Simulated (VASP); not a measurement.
The system is NaLaMnMoO6.

```
CELL_PARAMETERS angstrom
5.60000 0.00000 0.00000
0.00000 5.65000 0.00000
-0.01414 0.00000 8.09999
ATOMIC_POSITIONS crystal
Na 0.24000 0.46000 0.50000
Na 0.76000 0.96000 0.50000
La 0.74000 0.04000 0.00000
La 0.26000 0.54000 0.00000
Mn 0.75000 0.50000 0.25000
Mn 0.25000 0.00000 0.75000
Mo 0.25000 0.00000 0.26000
Mo 0.75000 0.50000 0.74000
O 0.33000 0.02000 0.48700
O 0.96500 0.19500 0.29500
O 0.05500 0.71500 0.30000
O 0.53500 0.80500 0.20500
O 0.44500 0.28500 0.20000
O 0.17000 0.98000 0.01300
O 0.67000 0.52000 0.51300
O 0.03500 0.69500 0.70500
O 0.94500 0.21500 0.70000
O 0.46500 0.30500 0.79500
O 0.55500 0.78500 0.80000
O 0.83000 0.48000 0.98700
```

| Quantity | Value |
| --- | --- |
| Program | VASP 6.6.1 |
| Task | relaxation of cell and atoms |
| Functional | PBE |
| Potentials or basis | VASP PAW PBE potentials, release 64 (Na_pv, La, Mn_pv, Mo_sv, O) |
| Cutoff | 600 eV |
| k mesh | 2 × 2 × 2 |
| Occupations | gaussian, width 0.15 eV |
| Spin | collinear spin, ferromagnetic start |
| Starting moments | [0.0, 0.0, 0.0, 0.0, 4.0, 4.0, 1.0, 1.0, 0.0, 0.0, 0.0, 0.0, 0.0, 0.0, 0.0, 0.0, 0.0, 0.0, 0.0, 0.0] μB |

At the start: pressure -10.7 GPa; volume 12.81 Å³/atom.

Question: Where does the relaxation end?

Answer: Over 22 steps the energy falls by 134.6 meV/atom and the volume is 11.56 Å³/atom (-9.8 %); space group P2_1 (No. 4, to 0.1 Å) before and after; moment 0.25 μB per cell.

Step by step:
| step | energy change (eV) | largest force (eV/Å) | pressure (GPa) | volume (Å³) |
| --- | --- | --- | --- | --- |
| 1 | 0.0000 | 3.8471 | -10.74 | 256.28 |
| 2 | -0.1443 | 8.7536 | 12.97 | 225.71 |
| 3 | -1.3507 | 2.9139 | -0.51 | 239.32 |
| 4 | -2.0769 | 1.5372 | 2.31 | 228.87 |
| 5 | -2.0808 | 1.4047 | 1.92 | 229.59 |
| 6 | -2.2688 | 0.7912 | -0.63 | 230.76 |
| 7 | -2.2800 | 0.6622 | -0.25 | 230.53 |
| 8 | -2.4176 | 0.4523 | 0.11 | 230.31 |
| 9 | -2.5060 | 0.7877 | 0.88 | 229.93 |
| 10 | -2.5522 | 0.6443 | -0.64 | 231.53 |
| 11 | -2.5572 | 0.4178 | -0.31 | 231.14 |
| 12 | -2.6005 | 0.3153 | -0.39 | 231.33 |
| 13 | -2.6066 | 0.5922 | -0.41 | 231.44 |
| 14 | -2.6465 | 0.3177 | 0.02 | 230.78 |
| 15 | -2.6552 | 0.3353 | 0.37 | 230.29 |
| 16 | -2.6718 | 0.3318 | 0.17 | 230.71 |
| 17 | -2.6719 | 0.3117 | 0.19 | 230.69 |
| 18 | -2.6810 | 0.2218 | -0.04 | 231.41 |
| 19 | -2.6817 | 0.1360 | 0.03 | 231.26 |
| 20 | -2.6870 | 0.0802 | -0.34 | 231.56 |
| 21 | -2.6877 | 0.0988 | -0.51 | 231.72 |
| 22 | -2.6915 | 0.0721 | -0.05 | 231.11 |

Final structure:
```
Na La Mn Mo O
1.0
     5.45026    0.00000    0.01568
     0.00000    5.46314    0.00000
     0.01039    0.00000    7.76173
Na La Mn Mo O
2 2 2 2 12
Cartesian
  1.3452 2.6213 3.8875
  4.1154 5.3528 3.8899
  4.0726 0.1218 0.0135
  1.3881 2.8533 7.7639
  4.0976 2.7297 2.0029
  1.3631 5.4613 5.7746
  1.3329 0.0009 2.1091
  4.1277 2.7325 5.6683
  1.5956 0.0288 3.9303
  5.3068 1.2343 2.1133
  0.1320 3.9625 2.0990
  2.8465 4.2314 1.6826
  2.5867 1.4944 1.6892
  1.0698 5.4275 7.7587
  3.8651 2.7603 3.8471
  0.1538 3.9659 5.6641
  5.3286 1.2309 5.6784
  2.6141 1.4998 6.0948
  2.8740 4.2260 6.0882
  4.3909 2.6959 0.0187
```

Caveat: the k points lie up to 0.58 Å⁻¹ apart in the final cell; the relaxation stopped at a loose force limit of 0.08 eV/Å, so its end isn't a converged minimum.
